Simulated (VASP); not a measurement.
Here is a VASP 6.6.1 calculation.

INCAR

```
SYSTEM = GaN
PREC = Accurate
ENCUT = 520
EDIFF = 1E-6
ISMEAR = 0
SIGMA = 0.05
LREAL = .False.
LASPH = .True.
NELM = 60
ALGO = Normal
ISIF = 2
LWAVE = .False.
LCHARG = .False.
GGA = PE
NBANDS = 16
```

Contents of KPOINTS:

```
regular mesh
0
Gamma
  10 10 10
  0 0 0
```

Contents of POSCAR:

```
GaN
1.0
    0.0000000000      2.2535006075      2.2535006075
    2.2535006075      0.0000000000      2.2535006075
    2.2535006075      2.2535006075      0.0000000000
Ga N
1 1
Direct
    0.0000000000      0.0000000000      0.0000000000
    0.7303886568      0.7696113432      0.7500000000
```

Potentials or basis: VASP PAW PBE potentials, release 64 (Ga_d, N).

Launch:

```bash
$ cat potpaw_PBE.64/Ga_d/POTCAR potpaw_PBE.64/N/POTCAR > POTCAR
$ mpirun -np 1 vasp_std > vasp.out
```

**Question.** What does it give for the pressure?

**Answer.** 5.5 GPa.

**Question.** Estimate the largest force.

**Answer.** 0.777 eV/Å.

**Question.** Estimate the band gap on the k mesh.

**Answer.** 1.61 eV.

Forces in eV/Å, atoms in the order of the input:
```
Ga   0.545 -0.545 -0.105
N   -0.545  0.545  0.105
```

Caveat: the cell differs from its parent crystal (all N atoms moved +0.062 Å, as atom 2 along Cartesian [1 -1 0]); the cell stands under pressure.
